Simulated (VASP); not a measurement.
A run of VASP 6.6.1 is set up as follows.

The input INCAR:

```
PREC = Accurate
ENCUT = 520
EDIFF = 1E-7
ISMEAR = 0
SIGMA = 0.1
LREAL = Auto
LASPH = T
NELM = 100
ALGO = Normal
ISIF = 2
LWAVE = F
LCHARG = F
GGA = PE
NBANDS = 56
```

KPOINTS

```
regular mesh
0
Gamma
  4 4 4
```

POSCAR

```
Li2YZnC6N6
1.0
    0.0000000000      5.7498533713      5.7498533713
    5.7498533713      0.0000000000      5.7498533713
    5.7498533713      5.7498533713      0.0000000000
Li Y Zn C N
2 1 1 6 6
Direct
    0.2500000000      0.2500000000      0.2500000000
    0.7500000000      0.7500000000      0.7500000000
    0.5000000000      0.5000000000      0.5000000000
    0.0000000000      0.0000000000      0.0000000000
    0.8068564128      0.1931435872      0.1931435872
    0.1931435872      0.8068564128      0.1931435872
    0.1931435872      0.1931435872      0.8068564128
    0.1931435872      0.8068564128      0.8068564128
    0.8068564128      0.1931435872      0.8068564128
    0.8068564128      0.8068564128      0.1931435872
    0.7047019964      0.2952980036      0.2952980036
    0.2952980036      0.7047019964      0.2952980036
    0.2952980036      0.2952980036      0.7047019964
    0.2952980036      0.7047019964      0.7047019964
    0.7047019964      0.2952980036      0.7047019964
    0.7047019964      0.7047019964      0.2952980036
```

Potentials or basis: VASP PAW PBE potentials, release 64 (Li_sv, Y_sv, Zn, C, N).

Command:

```sh
$ cat potpaw_PBE.64/Li_sv/POTCAR potpaw_PBE.64/Y_sv/POTCAR potpaw_PBE.64/Zn/POTCAR potpaw_PBE.64/C/POTCAR potpaw_PBE.64/N/POTCAR > POTCAR
$ mpirun -np 1 vasp_std > vasp.out
```

Problem. What does it give for the largest force?

Solution. 0.383 eV/Å.

Forces in eV/Å, atoms in the order of the input:
```
Li   0.000  0.000  0.000
Li   0.000  0.000  0.000
Y    0.000  0.000  0.000
Zn   0.000  0.000  0.000
C   -0.371  0.000  0.000
C    0.000 -0.371  0.000
C    0.000  0.000 -0.371
C    0.371  0.000  0.000
C    0.000  0.371  0.000
C    0.000  0.000  0.371
N    0.383  0.000  0.000
N    0.000  0.383  0.000
N    0.000  0.000  0.383
N   -0.383  0.000  0.000
N    0.000 -0.383  0.000
N    0.000  0.000 -0.383
```
